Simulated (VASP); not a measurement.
# TeW (F-43m) in VASP: further runs

The runs below take TeW through single point, with PBE.

Everything below comes from runs of VASP 6.6.1. Logs are shortened: lines on timing, memory, paths and dates and some standing lists are left out, and cuts for length are marked.

**1. The cell of the first run**

It takes space group F-43m (No. 216, cubic). The conventional cell has a = 6.124 Å, b = 6.124 Å, c = 6.124 Å, α = 90.00°, β = 90.00°, γ = 90.00°. W (site symmetry -43m) has 4 Te at 2.65 Å within 3.5 Å. Te (site symmetry -43m) has 4 W at 2.65 Å within 3.5 Å.

**2. Single point, PBE, collinear spin**

Contents of INCAR:

```
ALGO     = Normal         # electronic algorithm
EDIFF    = 1E-6           # SCF threshold, eV
ENCUT    = 520            # plane-wave cutoff, eV
GGA      = PE             # functional
ISIF     = 2              # what is computed and relaxed
ISMEAR   = 0              # smearing method
ISPIN    = 2              # spin polarisation
LASPH    = True           # aspherical terms in the spheres
LCHARG   = False          # write CHGCAR
LMAXMIX  = 4              # l up to which the mixer works
LORBIT   = 11             # projections on sites
LREAL    = False          # projectors in reciprocal space
LWAVE    = False          # write WAVECAR
MAGMOM   = 2.5 0          # initial moments
NBANDS   = 21             # bands
NELM     = 150            # most SCF steps
PREC     = Accurate       # precision mode
SIGMA    = 0.1            # smearing width, eV
```

Contents of KPOINTS:

```
k-points
0
Gamma
  12 12 12
```

Contents of POSCAR:

```
TeW
1.0
    0.0000000000      3.0618296945      3.0618296945
    3.0618296945      0.0000000000      3.0618296945
    3.0618296945      3.0618296945      0.0000000000
W Te
1 1
Direct
    0.0000000000      0.0000000000      0.0000000000
    0.2500000000      0.2500000000      0.2500000000
```

Potentials or basis: VASP PAW PBE potentials, release 64 (W_sv, Te).

Started as:

```console
$ cat potpaw_PBE.64/W_sv/POTCAR potpaw_PBE.64/Te/POTCAR > POTCAR
$ mpirun -np 1 vasp_std > vasp.out
```

OUTCAR:

```text
EDIFF = 1E-6
   ENCUT = 520
   GGA = PE
   ISIF = 2
   ISMEAR = 0
   ISPIN = 2
   LASPH = True
   LORBIT = 11
   LREAL = False
   NELM = 150
   PREC = Accurate

 ion  position               nearest neighbor table
   1  0.000  0.000  0.000-   2 2.65   2 2.65   2 2.65   2 2.65
   2  0.250  0.250  0.250-   1 2.65   1 2.65   1 2.65   1 2.65

  LATTYP: Found a face centered cubic cell.
 ALAT       =     6.1236593890

  Lattice vectors:

 A1 = (   0.0000000000,   3.0618296945,   3.0618296945)
 A2 = (   3.0618296945,   0.0000000000,   3.0618296945)
 A3 = (   3.0618296945,   3.0618296945,   0.0000000000)

Analysis of symmetry for initial positions (statically):
=====================================================================
 Subroutine PRICEL returns:
 Original cell was already a primitive cell.

 Routine SETGRP: Setting up the symmetry group for a
 face centered cubic supercell.

 Subroutine GETGRP returns: Found 24 space group operations
 (whereof 24 operations were pure point group operations)
 out of a pool of 48 trial point group operations.

The static configuration has the point symmetry T_d .

Analysis of symmetry for dynamics (positions and initial velocities):
=====================================================================
 Subroutine PRICEL returns:
 Original cell was already a primitive cell.

 Routine SETGRP: Setting up the symmetry group for a
 face centered cubic supercell.

 Subroutine GETGRP returns: Found 24 space group operations
 (whereof 24 operations were pure point group operations)
 out of a pool of 48 trial point group operations.

The dynamic configuration has the point symmetry T_d .

Analysis of structural, dynamic, and magnetic symmetry:
=====================================================================
 Subroutine PRICEL returns:
 Original cell was already a primitive cell.

 Routine SETGRP: Setting up the symmetry group for a
 face centered cubic supercell.

 Subroutine GETGRP returns: Found 24 space group operations
 (whereof 24 operations were pure point group operations)
 out of a pool of 48 trial point group operations.

The overall configuration has the point symmetry T_d .

 Subroutine INISYM returns: Found 24 space group operations
 (whereof 24 operations are pure point group operations),
 and found     1 'primitive' translations

----------------------------------------------------------------------------------------

                                     Primitive cell

  volume of cell :      57.4081

  direct lattice vectors                    reciprocal lattice vectors
     0.000000000  3.061829695  3.061829695    -0.163301049  0.163301049  0.163301049
     3.061829695  0.000000000  3.061829695     0.163301049 -0.163301049  0.163301049
     3.061829695  3.061829695  0.000000000     0.163301049  0.163301049 -0.163301049

  length of vectors
     4.330081080  4.330081080  4.330081080     0.282845713  0.282845713  0.282845713

  position of ions in fractional coordinates (direct lattice)
     0.000000000  0.000000000  0.000000000
     0.250000000  0.250000000  0.250000000

  ion indices of the primitive-cell ions
   primitive index   ion index
                 1           1
                 2           2

----------------------------------------------------------------------------------------

 KPOINTS: k-points

Automatic generation of k-mesh.
 Grid dimensions read from file:
 generate k-points for:   12   12   12

 Generating k-lattice:

  Cartesian coordinates                     Fractional coordinates (reciprocal lattice)
    -0.013608421  0.013608421  0.013608421     0.083333333  0.000000000  0.000000000
     0.013608421 -0.013608421  0.013608421     0.000000000  0.083333333  0.000000000
     0.013608421  0.013608421 -0.013608421     0.000000000  0.000000000  0.083333333

  Length of vectors
     0.023570476  0.023570476  0.023570476

  Shift w.r.t. Gamma in fractional coordinates (k-lattice)
     0.000000000  0.000000000  0.000000000

 Subroutine IBZKPT returns following result:
 ===========================================

 Found     72 irreducible k-points:

 Following reciprocal coordinates:
            Coordinates               Weight
  0.000000  0.000000  0.000000      1.000000
  0.083333  0.000000  0.000000      8.000000
  0.166667  0.000000  0.000000      8.000000
  0.250000  0.000000  0.000000      8.000000
  0.333333  0.000000  0.000000      8.000000
  0.416667  0.000000  0.000000      8.000000
[... 16 lines left out ...]
  0.500000  0.166667  0.000000     24.000000
 -0.416667  0.166667  0.000000     24.000000
 [... further k-points ...]
   k-points           NKPTS =     72   k-points in BZ     NKDIM =     72   number of bands    NBANDS=     21
   number of dos      NEDOS =    301   number of ions     NIONS =      2
   total plane-waves  NPLWV =  32768
   dimension x,y,z NGX =    32 NGY =   32 NGZ =   32
   dimension x,y,z NGXF=    64 NGYF=   64 NGZF=   64
   ions per type =               1   1
   NGX,Y,Z   is equivalent  to a cutoff of  12.29, 12.29, 12.29 a.u.
   NGXF,Y,Z  is equivalent  to a cutoff of  24.57, 24.57, 24.57 a.u.
 SYSTEM =  unknown system
   PREC   = accura    normal or accurate (medium, high low for compatibility)
   ISTART =      0    job   : 0-new  1-cont  2-samecut
   ICHARG =      2    charge: 1-file 2-atom 10-const
   ISPIN  =      2    spin polarized calculation?
   LNONCOLLINEAR =      F non collinear calculations
   LSORBIT =      F    spin-orbit coupling
   LASPH  =      T    aspherical Exc in radial PAW
   ENCUT  =  520.0 eV  38.22 Ry    6.18 a.u.   8.05  8.05  8.05*2*pi/ulx,y,z
   NELM   =    150;   NELMIN=  2; NELMDL= -5     # of ELM steps
   EDIFF  = 0.1E-05   stopping-criterion for ELM
   LREAL  =      F    real-space projection
   EDIFFG = 0.1E-04   stopping-criterion for IOM
   NSW    =      0    number of steps for IOM
   IBRION =     -1    ionic relax: 0-MD 1-quasi-New 2-CG
   NFREE  =      0    steps in history (QN), initial steepest desc. (CG)
   ISIF   =      2    stress and relaxation
   ISYM   =      2    0-nonsym 1-usesym 2-fastsym
   POTIM  = 0.5000    time-step for ionic-motion
   TEBEG  =    0.0;   TEEND  =   0.0 temperature during run
   PSTRESS=    0.0 pullay stress
   NELECT =      20.0000    total number of electrons
   NUPDOWN=      -1.0000    fix difference up-down
   EMIN   =  10.00;   EMAX   =-10.00  energy-range for DOS
   EFERMI =   0.00;   METHOD = LEGACY
   ISMEAR =     0;   SIGMA  =   0.10  broadening in eV -4-tet -1-fermi 0-gaus
   EFERMI_NEDOS =   21; number of points for ismear=-14 and -15
   IALGO  =     38    algorithm
   IMIX   =      4    mixing-type and parameters
     AMIX     =   0.40;   BMIX     =  1.00
     AMIX_MAG =   1.60;   BMIX_MAG =  1.00
  volume/ion in A,a.u.               =      28.70       193.70
  Fermi-wavevector in a.u.,A,eV,Ry     =   1.151933  2.176837 18.054239  1.326949
  Thomas-Fermi vector in A             =   2.288587
   LORBIT       =     11    0 simple, 1 ext, 2 COOP (PROOUT), +10 PAW based schemes
   GGA     = PE    functional components
   LHFCALC =     F    Hartree Fock is set to
   AEXX    =    0.0000 exact exchange contribution
   IVDW    =     0    specifies the selected vdW correction
   LEPSILON=     F    determine dielectric tensor
   LRPA    =     F    only Hartree local field effects (RPA)
 spin polarized calculation
 Gauss-broadening in eV      SIGMA  =   0.10
  energy-cutoff  :      520.00
  volume of cell :       57.41
 maximum number of plane-waves:      1572
   NGX = 17   NGY = 17   NGZ = 17

 number of electron      20.0000001 magnetization       1.3953172

 Free energy of the ion-electron system (eV)
  ---------------------------------------------------
  ext. energy  EPLUGINS =         0.00000000
  ---------------------------------------------------
  free energy    TOTEN  =       -13.21704368 eV

  energy without entropy =      -13.20409547  energy(sigma->0) =      -13.21056957

 E-fermi :   6.3231     XC(G=0):  -9.8364

 val. band max:        6.3161900772   @ k =  -0.3333   0.3333   0.0833
 cond. band min:       6.3233087536   @ k =  -0.0833   0.0833   0.0000
 fundamental gap:      0.0071186765
 Fermi energy:         6.3230775711

 spin component 1

 k-point     1 :       0.0000    0.0000    0.0000
  band No.  band energies     occupation
      1     -67.8419      1.00000
      2     -32.1844      1.00000
      3     -32.1844      1.00000
      4     -32.1844      1.00000
      5      -6.6620      1.00000
      6       2.0805      1.00000
[... 13 lines left out ...]
     20      17.0023      0.00000
     21      17.0023      0.00000
[... 529 lines left out ...]
 k-point    24 :      -0.4167    0.1667    0.0000
  band No.  band energies     occupation
      1     -67.8416      1.00000
      2     -32.2019      1.00000
      3     -32.1901      1.00000
      4     -32.1880      1.00000
      5      -5.7242      1.00000
      6       0.8659      1.00000
[... 13 lines left out ...]
     20      17.3414      0.00000
     21      19.9796      0.00000

 [... further k-points ...]

 spin component 2

 k-point     1 :       0.0000    0.0000    0.0000
  band No.  band energies     occupation
      1     -67.3567      1.00000
      2     -31.5260      1.00000
      3     -31.5260      1.00000
      4     -31.5260      1.00000
      5      -6.5742      1.00000
      6       2.3435      1.00000
[... 13 lines left out ...]
     20      17.1965      0.00000
     21      17.1965      0.00000
[... 529 lines left out ...]
 k-point    24 :      -0.4167    0.1667    0.0000
  band No.  band energies     occupation
      1     -67.3564      1.00000
      2     -31.5440      1.00000
      3     -31.5319      1.00000
      4     -31.5297      1.00000
      5      -5.6883      1.00000
      6       1.1223      1.00000
[... 13 lines left out ...]
     20      17.6534      0.00000
     21      20.1830      0.00000

 [... further k-points ...]

------------------------ aborting loop because EDIFF is reached ----------------------------------------

  FORCE on cell =-STRESS in cart. coord.  units (eV):
  Direction    XX          YY          ZZ          XY          YZ          ZX
  --------------------------------------------------------------------------------------
  -------------------------------------------------------------------------------------
  Total       -0.0028874     -0.0028874     -0.0028874      0.0000000     -0.0000000     -0.0000000
  in kB       -0.0805827     -0.0805827     -0.0805827      0.0000000     -0.0000000     -0.0000000
  external PRESSURE =      -0.0805827 kB  Pullay stress =       0.0000000 kB

 VOLUME and BASIS-vectors are now :
 -----------------------------------------------------------------------------
  energy-cutoff  :      520.00
  volume of cell :       57.41
      direct lattice vectors                 reciprocal lattice vectors
     0.000000000  3.061829695  3.061829695    -0.163301049  0.163301049  0.163301049
     3.061829695  0.000000000  3.061829695     0.163301049 -0.163301049  0.163301049
     3.061829695  3.061829695  0.000000000     0.163301049  0.163301049 -0.163301049

 POSITION                                       TOTAL-FORCE (eV/Angst)
 -----------------------------------------------------------------------------------
      0.00000      0.00000      0.00000         0.000000      0.000000      0.000000
      1.53091      1.53091      1.53091        -0.000000     -0.000000     -0.000000
 -----------------------------------------------------------------------------------
    total drift:                               -0.000000     -0.000000     -0.000000

  FREE ENERGIE OF THE ION-ELECTRON SYSTEM (eV)
  ---------------------------------------------------
  free  energy   TOTEN  =       -13.2170436779 eV

  energy  without entropy=      -13.2040954713  energy(sigma->0) =      -13.21056957

 total charge

# of ion       s       p       d       tot
------------------------------------------
    1        2.329   6.130   3.497  11.956
    2        1.321   2.053   0.135   3.510
--------------------------------------------------
tot          3.650   8.184   3.632  15.466

 magnetization (x)

# of ion       s       p       d       tot
------------------------------------------
    1        0.039   0.014   1.047   1.100
    2       -0.008  -0.050   0.025  -0.032
--------------------------------------------------
tot          0.030  -0.035   1.073   1.068
```

Run time: 49 s. Hardware: 1 thread of Intel Xeon 6975P-C (Granite Rapids), shared host; peak memory 0.29 GiB.

Results:

| Item | Value |
| --- | --- |
| Free energy | -13.2170 eV |
| Pressure | 0.0 GPa |
| Net moment | 1.40 μB per cell |
| Site moments | W +1.10; Te -0.03 μB |
| Valence electrons inside the program's atomic spheres | W 11.96; Te 3.51 |

Levels at points of the mesh, in eV from the Fermi level:
Spin up:
| k point | band 8 | band 9 | band 10 | band 11 | band 12 | band 13 | band 14 | band 15 |
| --- | --- | --- | --- | --- | --- | --- | --- | --- |
| (0.00, 0.00, 0.00) | -4.24 | -0.95 | -0.95 | 1.21 | 4.25 | 4.25 | 4.25 | 5.55 |
| (0.50, 0.00, 0.00) | -3.97 | -0.68 | -0.68 | -0.58 | 1.90 | 1.90 | 2.97 | 7.40 |
| (0.50, 0.50, 0.00) | -3.42 | -1.50 | -1.08 | -0.44 | 0.34 | 0.34 | 5.34 | 5.57 |
Spin down:
```tsv
k point	band 7	band 8	band 9	band 10	band 11	band 12
(0.00, 0.00, 0.00)	-3.98	-3.98	0.15	0.15	1.50	4.54
(0.50, 0.00, 0.00)	-3.67	-3.67	-0.04	0.34	0.34	2.30
(0.50, 0.50, 0.00)	-3.25	-3.25	-1.11	-0.16	0.76	0.86
```

Caveat: spin-orbit coupling is left out, which moves the levels of the heavy elements.

**3. Single point, PBE, collinear spin**

This run uses another cell than the first one, of 24.70 Å³/atom.

Contents of INCAR:

```
  PREC = Accurate
  ENCUT = 520
  EDIFF = 1E-6
  ISMEAR = 0
  SIGMA = 0.1
  LREAL = False
  LASPH = True
  NELM = 150
  ALGO = Normal
  ISIF = 2
  LWAVE = False
  LCHARG = False
  ISPIN = 2
  MAGMOM = 1 0
  LORBIT = 11
  LMAXMIX = 4
  GGA = PE
  NBANDS = 21
```

Contents of KPOINTS:

```
regular mesh
0
Gamma
  6 6 6
```

Contents of POSCAR:

```
TeW
1.0
    0.0000000000      2.9124200074      2.9124200074
    2.9124200074      0.0000000000      2.9124200074
    2.9124200074      2.9124200074      0.0000000000
W Te
1 1
Direct
    0.0000000000      0.0000000000      0.0000000000
    0.2500000000      0.2500000000      0.2500000000
```

Potentials or basis: VASP PAW PBE potentials, release 64 (W_sv, Te).

Started as:

```console
$ cat potpaw_PBE.64/W_sv/POTCAR potpaw_PBE.64/Te/POTCAR > POTCAR
$ mpirun -np 1 vasp_std > vasp.out
```

Run time: 21 s. Hardware: 1 thread of AMD EPYC 9R45 (Zen 5), shared host; peak memory 0.18 GiB.

The run converged. Its results:

* Free energy: -12.7958 eV
* Pressure: 19.3 GPa
* Net moment: 1.37 μB per cell
* Site moments: W +1.07; Te -0.00 μB
* Valence electrons inside the program's atomic spheres: W 12.22; Te 3.67

Levels at points of the mesh, in eV from the Fermi level:
Spin up:
| k point | band 7 | band 8 | band 9 | band 10 | band 11 | band 12 | band 13 | band 14 | band 15 | band 16 |
| --- | --- | --- | --- | --- | --- | --- | --- | --- | --- | --- |
| (0.00, 0.00, 0.00) | -4.61 | -4.61 | -0.94 | -0.94 | 2.05 | 5.14 | 5.14 | 5.14 | 6.56 | 6.56 |
| (0.50, 0.00, 0.00) | -4.26 | -4.26 | -0.60 | -0.60 | -0.52 | 2.43 | 2.43 | 3.60 | 8.54 | 8.54 |
| (0.50, 0.50, 0.00) | -3.46 | -3.46 | -1.82 | -0.93 | -0.32 | 0.51 | 0.51 | 6.52 | 6.65 | 10.41 |
Spin down:
```
           k point  band 5  band 6  band 7  band 8  band 9  band 10  band 11  band 12  band 13  band 14
(0.00, 0.00, 0.00)  -13.45   -4.31   -4.31   -4.31    0.09     0.09     2.29     5.42     5.42     5.42
(0.50, 0.00, 0.00)  -12.35   -5.77   -3.91   -3.91    0.03     0.36     0.36     2.81     2.81     3.88
(0.50, 0.50, 0.00)  -11.95   -6.19   -3.25   -3.25   -1.44    -0.06     0.81     1.03     1.03     7.02
```

Caveat: the cell stands under pressure; spin-orbit coupling is left out, which moves the levels of the heavy elements.

(Part 1 of 2 ends here.)
